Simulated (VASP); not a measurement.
Here is a VASP 6.6.1 calculation.

INCAR

```
SYSTEM = H5C3
  PREC = Accurate
  ENCUT = 520
  EDIFF = 1E-6
  ISMEAR = 0
  SIGMA = 0.02
  LREAL = Auto
  LASPH = .TRUE.
  NELM = 100
  ALGO = Normal
  ISIF = 2
  LWAVE = .FALSE.
  LCHARG = .TRUE.
  GGA = PE
  LELF = .TRUE.
  LVHAR = .TRUE.
  NBANDS = 56
```

KPOINTS

```
Automatic mesh
0
G
  4 4 4
  0 0 0
```

The input POSCAR:

```
H5C3
1.0
    7.0207208899     -0.0159058514      0.0571833043
    3.3518964219      6.1135203406     -0.0348441469
    2.7788427350      0.1941120804      8.0789197171
H C
20 12
Direct
    0.1400872229      0.7413561218      0.1975933828
    0.8599127771      0.2586438782      0.8024066172
    0.8874206527      0.6031577695      0.1899825463
    0.1125793473      0.3968422305      0.8100174537
    0.1318817001      0.1808091748      0.1302001041
    0.8681182999      0.8191908252      0.8697998959
    0.9435914834      0.2446372052      0.3307457843
    0.0564085166      0.7553627948      0.6692542157
    0.3526051060      0.9483485597      0.3166095330
    0.6473948940      0.0516514403      0.6833904670
    0.2375261624      0.1656657561      0.4536812831
    0.7624738376      0.8343342439      0.5463187169
    0.5493190052      0.1417262234      0.0990004153
    0.4506809948      0.8582737766      0.9009995847
    0.6379439018      0.0800998117      0.2799889028
    0.3620560982      0.9199001883      0.7200110972
    0.5447613633      0.4701682360      0.1590417394
    0.4552386367      0.5298317640      0.8409582606
    0.4109225881      0.4561779156      0.3717732372
    0.5890774119      0.5438220844      0.6282267628
    0.1896475899      0.5667044074      0.2183358995
    0.8103524101      0.4332955926      0.7816641005
    0.0480742216      0.4903861333      0.2158040270
    0.9519257784      0.5096138667      0.7841959730
    0.0969847715      0.2545879221      0.2475488451
    0.9030152285      0.7454120779      0.7524511549
    0.2958202133      0.1247862821      0.3215432827
    0.7041797867      0.8752137179      0.6784567173
    0.4918115594      0.1807882932      0.2315930675
    0.5081884406      0.8192117068      0.7684069325
    0.4173796686      0.4240438431      0.2473058022
    0.5826203314      0.5759561569      0.7526941978
```

Potentials or basis: VASP PAW PBE potentials, release 64 (H, C).

Run with:

```sh
$ cat potpaw_PBE.64/H/POTCAR potpaw_PBE.64/C/POTCAR > POTCAR
$ mpirun -np 1 vasp_std > vasp.out
```

(1) Estimate the pressure.

(2) Estimate the largest force.

Answers

(1) 0.0 GPa.

(2) 0.026 eV/Å.
